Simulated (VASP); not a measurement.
Input of a VASP 6.6.1 run:

Contents of INCAR:

```
PREC = Accurate
ENCUT = 520
EDIFF = 1E-7
ISMEAR = 0
SIGMA = 0.05
LREAL = Auto
LASPH = True
NELM = 60
ALGO = Normal
ISIF = 2
LWAVE = False
LCHARG = False
GGA = PE
IBRION = 2
NSW = 80
EDIFFG = -0.03
```

KPOINTS

```
regular mesh
0
Gamma
  2 2 2
```

File POSCAR:

```
Si
1.0
    0.0000000000      5.4300000000      5.4300000000
    5.4300000000      0.0000000000      5.4300000000
    5.4300000000      5.4300000000      0.0000000000
Si
17
Direct
    0.0000000000      0.0000000000      0.0000000000
    0.1250000000      0.1250000000      0.1250000000
    0.0000000000      0.0000000000      0.5000000000
    0.1250000000      0.1250000000      0.6250000000
    0.0000000000      0.5000000000      0.0000000000
    0.1250000000      0.6250000000      0.1250000000
    0.0000000000      0.5000000000      0.5000000000
    0.1250000000      0.6250000000      0.6250000000
    0.5000000000      0.0000000000      0.0000000000
    0.6250000000      0.1250000000      0.1250000000
    0.5000000000      0.0000000000      0.5000000000
    0.6250000000      0.1250000000      0.6250000000
    0.5000000000      0.5000000000      0.0000000000
    0.6250000000      0.6250000000      0.1250000000
    0.5000000000      0.5000000000      0.5000000000
    0.6250000000      0.6250000000      0.6250000000
    0.7420121000      0.7535836000      0.7551489000
```

Potentials or basis: VASP PAW PBE potentials, release 64 (Si).

The run is started by

```bash
$ cat potpaw_PBE.64/Si/POTCAR > POTCAR
$ mpirun -np 1 vasp_std > vasp.out
```

**Question.** Predict the band gap on the k mesh.

**Answer.** Zero (bands 34 and 35 overlap by 0.25 eV).

**Question.** Estimate the energy gained by relaxing.

**Answer.** 7.8 meV/atom.

The path:
```
step  energy change (eV)  largest force (eV/Å)  pressure (GPa)
   1              0.0000                1.0782            5.84
   2             -0.1279                0.1442            5.35
   3             -0.1284                0.1494            5.33
   4             -0.1315                0.0808            5.33
   5             -0.1316                0.0869            5.33
   6             -0.1323                0.0374            5.34
   7             -0.1324                0.0232            5.34
```

Caveat: the k points lie up to 0.50 Å⁻¹ apart.
